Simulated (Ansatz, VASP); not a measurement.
# One calculation of HgTe, two programs

INCAR

```
PREC = Accurate
ENCUT = 600
EDIFF = 1E-7
ISMEAR = -1
SIGMA = 0.05
LREAL = False
LASPH = True
NELM = 60
ALGO = Normal
ISIF = 3
LWAVE = False
LCHARG = False
GGA = PS
IBRION = 2
NSW = 60
EDIFFG = -0.01
```

KPOINTS

```
regular mesh
0
Gamma
  10 10 10
```

The input POSCAR:

```
HgTe
1.0
   -3.0456030000      3.0456030000      1.5594100000
    3.0456030000     -3.0456030000      1.5594100000
    3.0456030000      3.0456030000     -1.5594100000
Hg Te
1 1
Direct
    0.7500000000      0.2500000000      0.5000000000
    0.0000000000      0.0000000000      0.0000000000
```

Contents of input.yaml:

```yaml
crystal:
  lattice:
    - [-3.045603, 3.045603, 1.55941]
    - [3.045603, -3.045603, 1.55941]
    - [3.045603, 3.045603, -1.55941]
  atoms:
    - { symbol: Hg, position: [0.75, 0.25, 0.5] }
    - { symbol: Te, position: [0.0, 0.0, 0.0] }
hamiltonian:
  xc: pbesol
  pseudopotentials: { kind: paw }
kpoints:
  mp_grid: { grid: [10, 10, 10] }
scf:
  occupations: { method: fermi_dirac, width: 0.05 }
output:
  forces: true
  stress: true
  eigenvalues: true
relax:
  f_tol: 0.01
  max_steps: 40
  cell: { stress_tol: 0.05 }
```

Alike in both runs: task relaxation of cell and atoms; functional PBEsol; k mesh 10 × 10 × 10; occupations fermi-dirac, width 0.05 eV; no spin polarisation.

|  | VASP | Ansatz |
| --- | --- | --- |
| version | VASP 6.6.1 | Ansatz 0.2.0 |
| potentials or method | VASP PAW PBE potentials, release 64 (Hg, Te) | Ansatz PAW |
| plane-wave cutoff (eV) | 600 | 420 |
| valence electrons in the cell | 18 | 36 |

```tsv
	VASP	Ansatz	Ansatz less VASP
gap on the k mesh at the Fermi level, each at its own relaxed structure (eV)	none	none	-
relaxed volume (Å³/atom)	26.69	26.60	-0.086
relaxed cell length with the largest relative difference (Å)	4.387	4.382	-0.0054
```

VASP's potentials were made for PBE, not for PBEsol. A gap of «none» marks a metal or a gap that the smearing closes. VASP's potentials hold 18 valence electrons a cell and Ansatz's 36, so a difference there can come from the potentials and not from the codes.

Neither program's run includes spin-orbit coupling. Noted on Ansatz's run: the plane-wave basis is chosen anew once the cell has moved, so the energies of steps on either side of that aren't comparable.
